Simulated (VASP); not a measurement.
# Ga4As3P: relaxation of cell and atoms with PBE

Crystal: Ga4As3P.

```xyz
8
Lattice="5.6818 0.0000 0.0000 0.0000 5.6818 0.0000 0.0000 0.0000 5.6818" Properties=species:S:1:pos:R:3 pbc="T T T"
Ga    4.2841    4.2841    1.3977
Ga    4.2841    1.3977    4.2841
Ga    1.3977    4.2841    4.2841
Ga    1.3977    1.3977    1.3977
P     0.0000    0.0000    0.0000
As    0.0000    2.8409    2.8409
As    2.8409    2.8409    0.0000
As    2.8409    0.0000    2.8409
```

The cell was built from a structure type or drawn by symmetry, and may not be a known phase.

* Program: VASP 6.6.1
* Task: relaxation of cell and atoms
* Functional: PBE
* Potentials or basis: VASP PAW PBE potentials, release 64 (Ga_d, P, As)
* Cutoff: 600 eV
* k mesh: 6 × 6 × 6
* Occupations: gaussian, width 0.02 eV
* Spin: no spin polarisation
* Dipole correction: no
* Further INCAR settings: ALGO = Normal; EDIFF = 1e-06; IBRION = 2; EDIFFG = -0.01; NSW = 100; ISIF = 3

```
Relaxed volume                        : 23.00 Å³/atom
Relaxed cell                          : a = 5.688 Å, b = 5.688 Å, c = 5.688 Å, α = 90.00°, β = 90.00°, γ = 90.00°
Space group after relaxing (to 0.1 Å) : P-43m (No. 215)
Energy gained by relaxing             : 0.2 meV/atom
Ionic steps                           : 7
Pressure after relaxing               : 0.0 GPa
Band gap on the k mesh                : 0.47 eV
```

Step by step:
| step | energy change (eV) | largest force (eV/Å) | pressure (GPa) | volume (Å³) |
| --- | --- | --- | --- | --- |
| 1 | 0.0000 | 0.0922 | 0.17 | 183.42 |
| 2 | -0.0015 | 0.0327 | 0.01 | 184.05 |
| 3 | -0.0015 | 0.0100 | -0.11 | 184.30 |
| 4 | -0.0015 | 0.0180 | -0.07 | 184.23 |
| 5 | -0.0015 | 0.0145 | -0.09 | 184.25 |
| 6 | -0.0016 | 0.0044 | 0.12 | 183.97 |
| 7 | -0.0016 | 0.0016 | -0.05 | 184.03 |

Final structure:
```cif
data_structure
_symmetry_space_group_name_H-M 'P 1'
_symmetry_Int_Tables_number 1
_cell_length_a 5.6881
_cell_length_b 5.6881
_cell_length_c 5.6881
_cell_angle_alpha 90.000
_cell_angle_beta 90.000
_cell_angle_gamma 90.000
_cell_volume 184.03
loop_
_atom_site_label
_atom_site_type_symbol
_atom_site_fract_x
_atom_site_fract_y
_atom_site_fract_z
_atom_site_occupancy
Ga1 Ga 0.75472 0.75472 0.24528 1
Ga2 Ga 0.75472 0.24528 0.75472 1
Ga3 Ga 0.24528 0.75472 0.75472 1
Ga4 Ga 0.24528 0.24528 0.24528 1
P1 P 0.00000 0.00000 0.00000 1
As1 As 0.00000 0.50000 0.50000 1
As2 As 0.50000 0.50000 0.00000 1
As3 As 0.50000 0.00000 0.50000 1
```

Levels at points of the mesh, in eV from the valence-band top:
```
           k point  band 33  band 34  band 35  band 36  band 37  band 38  band 39  band 40
(0.00, 0.00, 0.00)    -2.47     0.00     0.00     0.00     0.47     1.45     1.45     1.69
(0.50, 0.00, 0.00)    -1.72    -1.72    -1.46    -1.46     1.93     2.14     3.21     3.23
(0.50, 0.50, 0.00)    -1.30    -1.30    -1.09    -0.94     2.51     2.69     2.84     2.84
(0.50, 0.50, 0.50)    -0.99    -0.99    -0.87    -0.87     1.01     1.01     1.01     1.04
```

Wall time 12 min on 1 thread of Intel Xeon 8259CL, with other jobs on the host, peak memory 0.45 GiB.
